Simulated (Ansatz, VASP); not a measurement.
**Pb in VASP and in Ansatz**

Contents of INCAR:

```
SYSTEM = Pb
PREC = Accurate
ENCUT = 520
EDIFF = 1E-8
ISMEAR = -1
SIGMA = 0.05
LREAL = .False.
LASPH = .True.
NELM = 60
ALGO = Normal
ISIF = 2
LWAVE = .False.
LCHARG = .False.
GGA = PE
LEFG = .True.
NBANDS = 21
```

File KPOINTS:

```
Automatic mesh
0
Gamma
  8 8 8
  0 0 0
```

File POSCAR:

```
Pb
1.0
    0.0000000000      3.4168854378      3.4168854378
    3.4168854378      0.0000000000      3.4168854378
    3.4168854378      3.4168854378      0.0000000000
Pb
2
Direct
   -0.2375000000     -0.0875000000     -0.0875000000
    0.2375000000      0.0875000000      0.0875000000
```

Input for Ansatz:

```yaml
crystal:
  lattice:
    - [0.0, 3.4168854378, 3.4168854378]
    - [3.4168854378, 0.0, 3.4168854378]
    - [3.4168854378, 3.4168854378, 0.0]
  atoms:
    - { symbol: Pb, position: [-0.2375, -0.0875, -0.0875] }
    - { symbol: Pb, position: [0.2375, 0.0875, 0.0875] }
kpoints:
  mp_grid: { grid: [8, 8, 8] }
scf:
  occupations: { method: fermi_dirac, width: 0.05 }
hamiltonian:
  xc: pbe
  pseudopotentials: { kind: paw }
output:
  forces: true
  stress: true
  eigenvalues: true
  efg: { contact_densities: true }
  populations: true
```

Change from the starting cell: shortest bond scaled by 0.7, PAW files.

Alike in both runs: task electric field gradients; functional PBE; k mesh 8 × 8 × 8; occupations fermi-dirac, width 0.05 eV; no spin polarisation.

|  | VASP | Ansatz |
| --- | --- | --- |
| version | VASP 6.6.1 | Ansatz 0.2.0 |
| potentials or method | VASP PAW PBE potentials, release 64 (Pb_d) | PAW with Ansatz's default frozen-core files, scalar-relativistic |
| plane-wave cutoff (eV) | 520 | 420 |
| valence electrons in the cell | 28 | 28 |

VASP gave:

| Property | Result |
| --- | --- |
| pressure (GPa) | 30.5 |
| traceless stress, the component that is largest in VASP (GPa) | -32.45 |
| rms of the force components (eV/Å) | 13.896 |
| size of Vzz on the site where it differs most (V/Å²) | 549.5 |

Q: Which values does Ansatz return?

A: Pressure (GPa): 30.3; traceless stress, the component that is largest in VASP (GPa): -32.27; rms of the force components (eV/Å): 13.830; size of Vzz on the site where it differs most (V/Å²): 341.2.

Atom by atom the forces differ by 0.066 eV/Å (rms over components). Both programs put the cell under a high pressure, so it lies far from rest at this level.

Spin-orbit coupling is off throughout.
